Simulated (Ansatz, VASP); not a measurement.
**SiC: VASP beside Ansatz**

INCAR

```
PREC     = Accurate       # precision mode
ENCUT    = 520            # plane-wave cutoff, eV
EDIFF    = 1E-8           # SCF threshold, eV
ISMEAR   = -1             # smearing method
SIGMA    = 0.08           # smearing width, eV
LREAL    = F              # projectors in reciprocal space
LASPH    = T              # aspherical terms in the spheres
NELM     = 60             # most SCF steps
ALGO     = Normal         # electronic algorithm
ISIF     = 2              # what is computed and relaxed
LWAVE    = F              # write WAVECAR
LCHARG   = F              # write CHGCAR
GGA      = PE             # functional
LEFG     = T            
NBANDS   = 16             # bands
```

KPOINTS

```
regular mesh
0
Gamma
  15 15 8
```

Contents of POSCAR:

```
SiC
1.0
    3.1363272130      0.0000000000      0.0000000000
   -1.5681636065      2.7161390411      0.0000000000
    0.0000000000      0.0000000000      5.1470055276
Si C
2 2
Direct
    0.3333333333      0.6666666667      0.0000000000
    0.6666666667      0.3333333333      0.5000000000
    0.3333333333      0.6666666667      0.3850000000
    0.6666666667      0.3333333333      0.8850000000
```

Input for Ansatz:

```yaml
crystal:
  lattice:
    - [3.136327213, 0.0, 0.0]
    - [-1.5681636065, 2.7161390411, 0.0]
    - [0.0, 0.0, 5.1470055276]
  atoms:
    - { symbol: Si, position: [0.3333333333, 0.6666666667, 0.0] }
    - { symbol: Si, position: [0.6666666667, 0.3333333333, 0.5] }
    - { symbol: C, position: [0.3333333333, 0.6666666667, 0.385] }
    - { symbol: C, position: [0.6666666667, 0.3333333333, 0.885] }
kpoints:
  mp_grid: { grid: [15, 15, 8] }
scf:
  occupations: { method: fermi_dirac, width: 0.08 }
hamiltonian:
  xc: pbe
  pseudopotentials: { kind: all_electron, datasets: crystal }
output:
  forces: true
  stress: true
  eigenvalues: true
  efg: { contact_densities: true }
```

Change from the starting cell: volume scaled by 1.06, crystal datasets.

Alike in both runs: task electric field gradients; functional PBE; k mesh 15 × 15 × 8; occupations fermi-dirac, width 0.08 eV; no spin polarisation.

```csv
,VASP,Ansatz
version,VASP 6.6.1,Ansatz 0.2.0
potentials or method,"VASP PAW PBE potentials, release 64 (Si, C), cutoff 520 eV","all-electron PAW with datasets made for the crystal, scalar-relativistic"
```

Ansatz gave:

```
pressure (GPa)                                                : -8.1
traceless stress, the component that is largest in VASP (GPa) : -1.77
rms of the force components (eV/Å)                            : 0.384
size of Vzz on the site where it differs most (V/Å²)          : 15.6
```

Task: What did VASP give for the same quantities?

Result: Pressure (GPa): -8.2; traceless stress, the component that is largest in VASP (GPa): -1.78; rms of the force components (eV/Å): 0.385; size of Vzz on the site where it differs most (V/Å²): 16.3.

Atom by atom the forces differ by 0.000 eV/Å (rms over components). Ansatz ran all-electron here, and VASP with PAW potentials.
